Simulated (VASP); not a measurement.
# Hg (Fm-3m) in VASP: relaxation of cell and atoms with revPBE

Aim: the relaxation of cell and atoms of Hg with revPBE.

Program: VASP 6.6.1. These are calculated values, not measurements. Logs are shortened: lines on timing, memory, paths and dates and some standing lists are left out, and cuts for length are marked.

### Step 1. The cell of the first run

The structure is cubic, space group Fm-3m (No. 225). The conventional cell has a = 4.519 Å, b = 4.519 Å, c = 4.519 Å, α = 90.00°, β = 90.00°, γ = 90.00°. Within 4.2 Å of Hg (site symmetry m-3m) lie 12 Hg at 3.20 Å.

### Step 2. Relaxation of cell and atoms, revPBE

The input, INCAR:

```
SYSTEM = Hg
ALGO = Normal
EDIFF = 1E-7
EDIFFG = -0.01
ENCUT = 550
GGA = RE
GGA_COMPAT = .FALSE.
IBRION = 2
ISIF = 3
ISMEAR = -1
LASPH = .TRUE.
LCHARG = .FALSE.
LREAL = .FALSE.
LWAVE = .FALSE.
NELM = 120
NELMIN = 4
NSW = 80
PREC = Accurate
SIGMA = 0.1
```

The input, KPOINTS:

```
k-points
0
G
  12 12 12
  0 0 0
```

The input, POSCAR:

```
Hg
1.0
    0.0000000000      2.2595506664      2.2595506664
    2.2595506664      0.0000000000      2.2595506664
    2.2595506664      2.2595506664      0.0000000000
Hg
1
Direct
    0.0000000000      0.0000000000      0.0000000000
```

Potentials or basis: VASP PAW PBE potentials, release 64 (Hg_sv_GW).

On the command line:

```console
$ cat potpaw_PBE.64/Hg_sv_GW/POTCAR > POTCAR
$ mpirun -np 1 vasp_std > vasp.out
```

OUTCAR:

```text
SYSTEM = Hg
   EDIFF = 1E-7
   EDIFFG = -0.01
   ENCUT = 550
   GGA = RE
   IBRION = 2
   ISIF = 3
   ISMEAR = -1
   LASPH = .TRUE.
   LREAL = .FALSE.
   NELM = 120
   NELMIN = 4
   NSW = 80
   PREC = Accurate

 ion  position               nearest neighbor table
   1  0.000  0.000  0.000-

  LATTYP: Found a face centered cubic cell.
 ALAT       =     4.5191013328

  Lattice vectors:

 A1 = (   0.0000000000,   2.2595506664,   2.2595506664)
 A2 = (   2.2595506664,   0.0000000000,   2.2595506664)
 A3 = (   2.2595506664,   2.2595506664,   0.0000000000)

Analysis of symmetry for initial positions (statically):
=====================================================================
 Subroutine PRICEL returns:
 Original cell was already a primitive cell.

 Routine SETGRP: Setting up the symmetry group for a
 face centered cubic supercell.

 Subroutine GETGRP returns: Found 48 space group operations
 (whereof 48 operations were pure point group operations)
 out of a pool of 48 trial point group operations.

The static configuration has the point symmetry O_h .

Analysis of symmetry for dynamics (positions and initial velocities):
=====================================================================
 Subroutine PRICEL returns:
 Original cell was already a primitive cell.

 Routine SETGRP: Setting up the symmetry group for a
 face centered cubic supercell.

 Subroutine GETGRP returns: Found 48 space group operations
 (whereof 48 operations were pure point group operations)
 out of a pool of 48 trial point group operations.

The dynamic configuration has the point symmetry O_h .

 Subroutine INISYM returns: Found 48 space group operations
 (whereof 48 operations are pure point group operations),
 and found     1 'primitive' translations

----------------------------------------------------------------------------------------

                                     Primitive cell

  volume of cell :      23.0726

  direct lattice vectors                    reciprocal lattice vectors
     0.000000000  2.259550666  2.259550666    -0.221282934  0.221282934  0.221282934
     2.259550666  0.000000000  2.259550666     0.221282934 -0.221282934  0.221282934
     2.259550666  2.259550666  0.000000000     0.221282934  0.221282934 -0.221282934

  length of vectors
     3.195487197  3.195487197  3.195487197     0.383273284  0.383273284  0.383273284

  position of ions in fractional coordinates (direct lattice)
     0.000000000  0.000000000  0.000000000

  ion indices of the primitive-cell ions
   primitive index   ion index
[... 25 lines left out ...]

 Found     72 irreducible k-points:

 Following reciprocal coordinates:
            Coordinates               Weight
  0.000000  0.000000  0.000000      1.000000
  0.083333  0.000000  0.000000      8.000000
  0.166667  0.000000  0.000000      8.000000
  0.250000  0.000000  0.000000      8.000000
  0.333333  0.000000  0.000000      8.000000
  0.416667  0.000000  0.000000      8.000000
[... 16 lines left out ...]
  0.500000  0.166667  0.000000     24.000000
 -0.416667  0.166667  0.000000     24.000000
 [... further k-points ...]
   k-points           NKPTS =     72   k-points in BZ     NKDIM =     72   number of bands    NBANDS=     14
   number of dos      NEDOS =    301   number of ions     NIONS =      1
   total plane-waves  NPLWV =  13824
   dimension x,y,z NGX =    24 NGY =   24 NGZ =   24
   dimension x,y,z NGXF=    48 NGYF=   48 NGZF=   48
   ions per type =               1
   NGX,Y,Z   is equivalent  to a cutoff of  12.49, 12.49, 12.49 a.u.
   NGXF,Y,Z  is equivalent  to a cutoff of  24.97, 24.97, 24.97 a.u.
 SYSTEM =  Hg
   PREC   = accura    normal or accurate (medium, high low for compatibility)
   ISTART =      0    job   : 0-new  1-cont  2-samecut
   ICHARG =      2    charge: 1-file 2-atom 10-const
   ISPIN  =      1    spin polarized calculation?
   LNONCOLLINEAR =      F non collinear calculations
   LSORBIT =      F    spin-orbit coupling
   LASPH  =      T    aspherical Exc in radial PAW
   ENCUT  =  550.0 eV  40.42 Ry    6.36 a.u.   6.11  6.11  6.11*2*pi/ulx,y,z
   NELM   =    120;   NELMIN=  4; NELMDL= -5     # of ELM steps
   EDIFF  = 0.1E-06   stopping-criterion for ELM
   LREAL  =      F    real-space projection
   EDIFFG = -.1E-01   stopping-criterion for IOM
   NSW    =     80    number of steps for IOM
   IBRION =      2    ionic relax: 0-MD 1-quasi-New 2-CG
   NFREE  =      1    steps in history (QN), initial steepest desc. (CG)
   ISIF   =      3    stress and relaxation
   ISYM   =      2    0-nonsym 1-usesym 2-fastsym
   POTIM  = 0.5000    time-step for ionic-motion
   TEBEG  =    0.0;   TEEND  =   0.0 temperature during run
   PSTRESS=    0.0 pullay stress
   NELECT =      20.0000    total number of electrons
   NUPDOWN=      -1.0000    fix difference up-down
   EMIN   =  10.00;   EMAX   =-10.00  energy-range for DOS
   EFERMI =   0.00;   METHOD = LEGACY
   ISMEAR =    -1;   SIGMA  =   0.10  broadening in eV -4-tet -1-fermi 0-gaus
   EFERMI_NEDOS =   21; number of points for ismear=-14 and -15
   IALGO  =     38    algorithm
   IMIX   =      4    mixing-type and parameters
     AMIX     =   0.40;   BMIX     =  1.00
     AMIX_MAG =   1.60;   BMIX_MAG =  1.00
  volume/ion in A,a.u.               =      23.07       155.70
  Fermi-wavevector in a.u.,A,eV,Ry     =   1.560940  2.949748 33.151034  2.436532
  Thomas-Fermi vector in A             =   2.664078
   LORBIT       =      0    0 simple, 1 ext, 2 COOP (PROOUT), +10 PAW based schemes
   GGA     = RE    functional components
   LHFCALC =     F    Hartree Fock is set to
   AEXX    =    0.0000 exact exchange contribution
   IVDW    =     0    specifies the selected vdW correction
   LEPSILON=     F    determine dielectric tensor
   LRPA    =     F    only Hartree local field effects (RPA)
 conjugate gradient relaxation of ions
 non-spin polarized calculation
  energy-cutoff  :      550.00
  volume of cell :       23.07
 maximum number of plane-waves:       692
   NGX = 13   NGY = 13   NGZ = 13

--------------------------------------- Ionic step        1  -------------------------------------------

 number of electron      20.0000005 magnetization

 Free energy of the ion-electron system (eV)
  ---------------------------------------------------
  ext. energy  EPLUGINS =         0.00000000
  ---------------------------------------------------
  free energy    TOTEN  =         0.30304263 eV

  energy without entropy =        0.31262263  energy(sigma->0) =        0.30783263

 E-fermi :   6.3597     XC(G=0): -11.3548

 val. band max:        6.3350992161   @ k =  -0.4167   0.1667   0.0000
 cond. band min:       6.4314745564   @ k =  -0.3333   0.4167   0.0833
 fundamental gap:      0.0963753403
 Fermi energy:         6.3597192230
[... 964 lines left out ...]
--------------------------------------- Ionic step        5  -------------------------------------------

 number of electron      19.9999991 magnetization

 Free energy of the ion-electron system (eV)
  ---------------------------------------------------
  ext. energy  EPLUGINS =         0.00000000
  ---------------------------------------------------
  free energy    TOTEN  =         0.19793500 eV

  energy without entropy =        0.20371906  energy(sigma->0) =        0.20082703

 E-fermi :   3.4828     XC(G=0):  -9.7687

 val. band max:        3.3699130007   @ k =   0.5000   0.5000   0.0000
 cond. band min:       3.6102901444   @ k =   0.5000   0.0833   0.0000
 fundamental gap:      0.2403771437
 Fermi energy:         3.4827622455
[... 436 lines left out ...]
  FREE ENERGIE OF THE ION-ELECTRON SYSTEM (eV)
  ---------------------------------------------------
  free  energy   TOTEN  =         0.1979350031 eV

  energy  without entropy=        0.2037190583  energy(sigma->0) =        0.20082703

 reached required accuracy - stopping structural energy minimisation
```

CONTCAR:

```text
Hg
   1.00000000000000
    -0.0000000000000000    2.4669464708811826    2.4669464708811826
     2.4669464708811826    0.0000000000000000    2.4669464708811826
     2.4669464708811826    2.4669464708811826   -0.0000000000000000
  Hg
     1
Direct
     0.0000000000000000    0.0000000000000000    0.0000000000000000

  0.00000000E+00  0.00000000E+00  0.00000000E+00
```

It took 50 s on 1 thread of Intel Xeon Platinum 8559C (Emerald Rapids), shared host; peak memory 0.17 GiB.

What came out:

* Free energy: 0.1979 eV
* Relaxed volume: 30.03 Å³/atom
* Relaxed cell: a = 3.489 Å, b = 3.489 Å, c = 3.489 Å, α = 60.00°, β = 60.00°, γ = 60.00°
* Space group after relaxing (to 0.1 Å): Fm-3m (No. 225)
* Energy gained by relaxing: 105.1 meV/atom
* Ionic steps: 5
* Pressure after relaxing: 0.0 GPa
* Band gap on the k mesh: zero (bands 10 and 11 overlap by 0.19 eV)

The path:
| step | energy change (eV) | largest force (eV/Å) | pressure (GPa) | volume (Å³) |
| --- | --- | --- | --- | --- |
| 1 | 0.0000 | 0.0000 | 7.39 | 23.07 |
| 2 | -0.0922 | 0.0000 | 1.49 | 26.81 |
| 3 | -0.1004 | 0.0000 | 0.76 | 28.03 |
| 4 | -0.1048 | 0.0000 | -0.19 | 30.58 |
| 5 | -0.1051 | 0.0000 | 0.01 | 30.03 |

Final structure:
```
Hg
1.0
     0.00000    2.46695    2.46695
     2.46695    0.00000    2.46695
     2.46695    2.46695    0.00000
Hg
1
Direct
  0.00000 0.00000 0.00000
```

Caveat: the volume moved by over 15 % at a fixed basis, so the end points are rough; the PAW data sets were made with another functional, which shifts forces and pressure a little; spin-orbit coupling is left out, which moves the levels of the heavy elements.

The gap in the log of VASP goes by the Fermi energy; the results here count the filled bands.